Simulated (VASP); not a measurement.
# Os (Fm-3m) in VASP: notebook

The runs below take Os through single point, with PBE.

Everything below comes from runs of VASP 6.6.1. Logs are shortened: lines on timing, memory, paths and dates and some standing lists are left out, and cuts for length are marked.

## Step 1: The cell of the first run

It takes space group Fm-3m (No. 225, cubic). Conventional cell: a = 3.815 Å, b = 3.815 Å, c = 3.815 Å, α = 90.00°, β = 90.00°, γ = 90.00°. Os (site symmetry m-3m) has 12 Os at 2.70 Å within 3.6 Å.

## Step 2: Single point, PBE (strained)

INCAR reads:

```
PREC = Accurate
ENCUT = 520
EDIFF = 1E-6
ISMEAR = 0
SIGMA = 0.1
LREAL = False
LASPH = True
NELM = 100
ALGO = Fast
ISIF = 2
LWAVE = False
LCHARG = False
GGA = PE
NBANDS = 10
```

KPOINTS reads:

```
regular mesh
0
Gamma
  18 18 18
```

POSCAR reads:

```
Os
1.0
    0.0000000000      1.9073059000      1.9073059000
    1.9073059000      0.0000000000      1.9073059000
    1.9073059000      1.9073059000      0.0000000000
Os
1
Direct
    0.0000000000      0.0000000000      0.0000000000
```

Potentials or basis: VASP PAW PBE potentials, release 64 (Os).

Run with:

```console
cat potpaw_PBE.64/Os/POTCAR > POTCAR
mpirun -np 1 vasp_std > vasp.out
```

OUTCAR:

```text
PREC = Accurate
   ENCUT = 520
   EDIFF = 1E-6
   ISMEAR = 0
   LREAL = False
   LASPH = True
   NELM = 100
   ISIF = 2
   GGA = PE

 ion  position               nearest neighbor table
   1  0.000  0.000  0.000-

  LATTYP: Found a face centered cubic cell.
 ALAT       =     3.8146118000

  Lattice vectors:

 A1 = (   0.0000000000,   1.9073059000,   1.9073059000)
 A2 = (   1.9073059000,   0.0000000000,   1.9073059000)
 A3 = (   1.9073059000,   1.9073059000,   0.0000000000)

Analysis of symmetry for initial positions (statically):
=====================================================================
 Subroutine PRICEL returns:
 Original cell was already a primitive cell.

 Routine SETGRP: Setting up the symmetry group for a
 face centered cubic supercell.

 Subroutine GETGRP returns: Found 48 space group operations
 (whereof 48 operations were pure point group operations)
 out of a pool of 48 trial point group operations.

The static configuration has the point symmetry O_h .

Analysis of symmetry for dynamics (positions and initial velocities):
=====================================================================
 Subroutine PRICEL returns:
 Original cell was already a primitive cell.

 Routine SETGRP: Setting up the symmetry group for a
 face centered cubic supercell.

 Subroutine GETGRP returns: Found 48 space group operations
 (whereof 48 operations were pure point group operations)
 out of a pool of 48 trial point group operations.

The dynamic configuration has the point symmetry O_h .

 Subroutine INISYM returns: Found 48 space group operations
 (whereof 48 operations are pure point group operations),
 and found     1 'primitive' translations

----------------------------------------------------------------------------------------

                                     Primitive cell

  volume of cell :      13.8769

  direct lattice vectors                    reciprocal lattice vectors
     0.000000000  1.907305900  1.907305900    -0.262149873  0.262149873  0.262149873
     1.907305900  0.000000000  1.907305900     0.262149873 -0.262149873  0.262149873
     1.907305900  1.907305900  0.000000000     0.262149873  0.262149873 -0.262149873

  length of vectors
     2.697337871  2.697337871  2.697337871     0.454056900  0.454056900  0.454056900

  position of ions in fractional coordinates (direct lattice)
     0.000000000  0.000000000  0.000000000

[... 73 lines left out ...]
   ENCUT  =  520.0 eV  38.22 Ry    6.18 a.u.   5.02  5.02  5.02*2*pi/ulx,y,z
   NELM   =    100;   NELMIN=  2; NELMDL= -5     # of ELM steps
   EDIFF  = 0.1E-05   stopping-criterion for ELM
   LREAL  =      F    real-space projection
   EDIFFG = 0.1E-04   stopping-criterion for IOM
   NSW    =      0    number of steps for IOM
   IBRION =     -1    ionic relax: 0-MD 1-quasi-New 2-CG
   NFREE  =      0    steps in history (QN), initial steepest desc. (CG)
   ISIF   =      2    stress and relaxation
   ISYM   =      2    0-nonsym 1-usesym 2-fastsym
   POTIM  = 0.5000    time-step for ionic-motion
   TEBEG  =    0.0;   TEEND  =   0.0 temperature during run
   PSTRESS=    0.0 pullay stress
   NELECT =       8.0000    total number of electrons
   NUPDOWN=      -1.0000    fix difference up-down
   EMIN   =  10.00;   EMAX   =-10.00  energy-range for DOS
   EFERMI =   0.00;   METHOD = LEGACY
   ISMEAR =     0;   SIGMA  =   0.10  broadening in eV -4-tet -1-fermi 0-gaus
   EFERMI_NEDOS =   21; number of points for ismear=-14 and -15
   IALGO  =     68    algorithm
   IMIX   =      4    mixing-type and parameters
     AMIX     =   0.40;   BMIX     =  1.00
     AMIX_MAG =   1.60;   BMIX_MAG =  1.00
  volume/ion in A,a.u.               =      13.88        93.65
  Fermi-wavevector in a.u.,A,eV,Ry     =   1.362515  2.574779 25.258479  1.856446
  Thomas-Fermi vector in A             =   2.488998
   LORBIT       =      0    0 simple, 1 ext, 2 COOP (PROOUT), +10 PAW based schemes
   GGA     = PE    functional components
   LHFCALC =     F    Hartree Fock is set to
   AEXX    =    0.0000 exact exchange contribution
   IVDW    =     0    specifies the selected vdW correction
   LEPSILON=     F    determine dielectric tensor
   LRPA    =     F    only Hartree local field effects (RPA)
 non-spin polarized calculation
 RMM-DIIS sequential band-by-band and
 Gauss-broadening in eV      SIGMA  =   0.10
  energy-cutoff  :      520.00
  volume of cell :       13.88
 maximum number of plane-waves:       388
   NGX =  9   NGY =  9   NGZ =  9

 number of electron       7.9999999 magnetization

 Free energy of the ion-electron system (eV)
  ---------------------------------------------------
  ext. energy  EPLUGINS =         0.00000000
  ---------------------------------------------------
  free energy    TOTEN  =       -11.09624235 eV

  energy without entropy =      -11.09233881  energy(sigma->0) =      -11.09429058

 E-fermi :   9.4324     XC(G=0): -14.1029

 val. band max:        9.3894649003   @ k =  -0.3889   0.3333   0.0000
 cond. band min:       9.4363227012   @ k =  -0.2222   0.2778   0.0556
 fundamental gap:      0.0468578010
 Fermi energy:         9.4323961068

 k-point     1 :       0.0000    0.0000    0.0000
  band No.  band energies     occupation
      1      -1.4290      2.00000
      2       6.4328      2.00000
      3       6.4328      2.00000
      4       6.4328      2.00000
      5       9.5252      0.18956
      6       9.5252      0.18956
      7      23.7171      0.00000
      8      29.5860      0.00000
      9      29.5860      0.00000
     10      29.5860      0.00000
[... 287 lines left out ...]
 k-point    24 :      -0.2222    0.0556    0.0000
  band No.  band energies     occupation
      1       0.8982      2.00000
      2       5.6016      2.00000
      3       6.9171      2.00000
      4       7.0329      2.00000
      5       9.1431      1.99996
      6      10.1538      0.00000
      7      24.0728      0.00000
      8      27.3069      0.00000
      9      32.4533      0.00000
     10      33.7101      0.00000

 [... further k-points ...]
[... 5 lines left out ...]
  --------------------------------------------------------------------------------------
  -------------------------------------------------------------------------------------
  Total        1.1963598      1.1963598      1.1963598      0.0000000     -0.0000000      0.0000000
  in kB      138.1278756    138.1278756    138.1278756      0.0000000     -0.0000000      0.0000000
  external PRESSURE =     138.1278756 kB  Pullay stress =       0.0000000 kB

 VOLUME and BASIS-vectors are now :
 -----------------------------------------------------------------------------
  energy-cutoff  :      520.00
  volume of cell :       13.88
      direct lattice vectors                 reciprocal lattice vectors
     0.000000000  1.907305900  1.907305900    -0.262149873  0.262149873  0.262149873
     1.907305900  0.000000000  1.907305900     0.262149873 -0.262149873  0.262149873
     1.907305900  1.907305900  0.000000000     0.262149873  0.262149873 -0.262149873

 POSITION                                       TOTAL-FORCE (eV/Angst)
 -----------------------------------------------------------------------------------
      0.00000      0.00000      0.00000         0.000000     -0.000000      0.000000
 -----------------------------------------------------------------------------------
    total drift:                               -0.000000     -0.000000     -0.000000

  FREE ENERGIE OF THE ION-ELECTRON SYSTEM (eV)
  ---------------------------------------------------
  free  energy   TOTEN  =       -11.0962423519 eV

  energy  without entropy=      -11.0923388117  energy(sigma->0) =      -11.09429058
```

OSZICAR:

```text
N       E                     dE             d eps       ncg     rms          rms(c)
DAV:   1     0.377132311200E+02    0.37713E+02   -0.42207E+03  4006   0.748E+02
DAV:   2    -0.106461457763E+02   -0.48359E+02   -0.45318E+02  4034   0.203E+02
DAV:   3    -0.117728180451E+02   -0.11267E+01   -0.11195E+01  4634   0.288E+01
DAV:   4    -0.117756766626E+02   -0.28586E-02   -0.28584E-02  4214   0.159E+00
DAV:   5    -0.117756866109E+02   -0.99483E-05   -0.99487E-05  4344   0.858E-02    0.169E+01
RMM:   6    -0.112560141075E+02    0.51967E+00   -0.24588E-01  3907   0.386E+00    0.746E+00
RMM:   7    -0.110995683924E+02    0.15645E+00   -0.26089E-01  3961   0.351E+00    0.549E-01
RMM:   8    -0.110982029880E+02    0.13654E-02   -0.89002E-03  4179   0.121E+00    0.692E-01
RMM:   9    -0.110969267535E+02    0.12762E-02   -0.10114E-03  4343   0.254E-01    0.747E-02
RMM:  10    -0.110962539532E+02    0.67280E-03   -0.55432E-04  4093   0.236E-01    0.194E-01
RMM:  11    -0.110962418219E+02    0.12131E-04   -0.26316E-05  4316   0.592E-02    0.125E-01
RMM:  12    -0.110962423519E+02   -0.53002E-06   -0.42066E-06  4141   0.168E-02
   1 F= -.11096242E+02 E0= -.11094291E+02  d E =-.390354E-02
```

stdout:

```text
POSCAR found type information on POSCAR Os
 POSCAR found :  1 types and       1 ions
 scaLAPACK will be used
 LDA part: xc-table for (Slater+PW92), standard interpolation
 POSCAR, INCAR and KPOINTS ok, starting setup
 FFT: planning ... GRIDC
 FFT: planning ... GRID_SOFT
 FFT: planning ... GRID
 WAVECAR not read
 entering main loop
```

Wall time 16 s (1 thread of AMD EPYC 7R13 (Zen 3), shared host); peak memory 0.11 GiB.

Results:

```
Free energy            : -11.0962 eV
Pressure               : 13.8 GPa
Band gap on the k mesh : zero (band 4 reaches 11.94 eV, above the bottom of band 5 at 8.05 eV)
```

Levels at points of the mesh, in eV from the Fermi level:
| k point | band 2 | band 3 | band 4 | band 5 | band 6 | band 7 |
| --- | --- | --- | --- | --- | --- | --- |
| (0.00, 0.00, 0.00) | -3.00 | -3.00 | -3.00 | 0.09 | 0.09 | 14.28 |
| (0.50, 0.00, 0.00) | -3.17 | -3.17 | -0.18 | 2.55 | 2.55 | 9.18 |
| (0.50, 0.50, 0.00) | -6.93 | 2.42 | 2.50 | 3.25 | 3.25 | 12.38 |

Caveat: the cell differs from its parent crystal (strained); spin-orbit coupling is left out, which moves the levels of the heavy elements.

(Part 1 of 2 ends here.)
